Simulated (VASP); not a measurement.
A run of VASP 6.6.1 is set up as follows.

The input INCAR:

```
PREC = Accurate ; ENCUT = 520
EDIFF = 1E-6 ; ISMEAR = -1
SIGMA = 0.15 ; LREAL = F
LASPH = T ; NELM = 60
ALGO = Normal ; ISIF = 2
LWAVE = F ; LCHARG = T
GGA = PE ; LELF = T
LVHAR = T ; NBANDS = 16
```

KPOINTS

```
regular mesh
0
Gamma
  12 12 12
```

File POSCAR:

```
HgTe
1.0
    0.0000000000      2.8578651030      2.8578651030
    2.8578651030      0.0000000000      2.8578651030
    2.8578651030      2.8578651030      0.0000000000
Hg Te
1 1
Direct
    0.0000000000      0.0000000000      0.0000000000
    0.7500000000      0.7500000000      0.7500000000
```

Potentials or basis: VASP PAW PBE potentials, release 64 (Hg, Te).

The run is started by

```sh
$ cat potpaw_PBE.64/Hg/POTCAR potpaw_PBE.64/Te/POTCAR > POTCAR
$ mpirun -np 1 vasp_std > vasp.out
```

(1) Estimate the pressure.

Results:

(1) 50.5 GPa.
